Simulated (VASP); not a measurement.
A run of VASP 6.6.1:

File POSCAR:

```
HCN
1.0
   -2.3160580000      2.3160580000      2.1599010000
    2.3160580000     -2.3160580000      2.1599010000
    2.3160580000      2.3160580000     -2.1599010000
N C H
1 1 1
Direct
    0.2719290000      0.2719290000      0.0000000000
    0.0036740000      0.0036740000      0.0000000000
    0.7520970000      0.7520970000      0.0000000000
```

The input INCAR.step1:

```
PREC     = Accurate       # precision mode
ENCUT    = 520            # plane-wave cutoff, eV
EDIFF    = 1E-5           # SCF threshold, eV
ISMEAR   = -1             # smearing method
SIGMA    = 0.05           # smearing width, eV
LREAL    = False          # projectors in reciprocal space
LASPH    = True           # aspherical terms in the spheres
NELM     = 100            # most SCF steps
ALGO     = Normal         # electronic algorithm
ISIF     = 2              # what is computed and relaxed
LWAVE    = True           # write WAVECAR
LCHARG   = False          # write CHGCAR
NBANDS   = 12             # bands
GGA      = PE             # functional
```

File INCAR.step2:

```
PREC     = Accurate       # precision mode
ENCUT    = 520            # plane-wave cutoff, eV
EDIFF    = 1E-6           # SCF threshold, eV
ISMEAR   = -1             # smearing method
SIGMA    = 0.05           # smearing width, eV
LREAL    = False          # projectors in reciprocal space
LASPH    = True           # aspherical terms in the spheres
NELM     = 100            # most SCF steps
ALGO     = Normal         # electronic algorithm
ISIF     = 2              # what is computed and relaxed
LWAVE    = False          # write WAVECAR
LCHARG   = False          # write CHGCAR
GGA      = PE             # functional
LHFCALC  = True           # exact exchange
AEXX     = 0.25           # exact-exchange fraction
PRECFOCK = Normal       
NBANDS   = 12             # bands
ISTART   = 1
```

KPOINTS

```
Automatic mesh
0
Gamma
  5 5 5
```

Potentials or basis: VASP PAW PBE potentials, release 64 (N, C, H).

Run with:

```sh
$ cat potpaw_PBE.64/N/POTCAR potpaw_PBE.64/C/POTCAR potpaw_PBE.64/H/POTCAR > POTCAR
$ cp INCAR.step1 INCAR
$ mpirun -np 1 vasp_std > vasp.out
$ cp INCAR.step2 INCAR
$ mpirun -np 1 vasp_std > vasp.out
```

Hardware: 1 thread of AMD EPYC 7R13 Processor (Zen 3) (shared host).

Estimate the wall time of this run.

Run time: 8.2 min on 1 thread of AMD EPYC 7R13 Processor (Zen 3), with other jobs on the host, peak memory 0.15 GiB. Counts: k points 18.
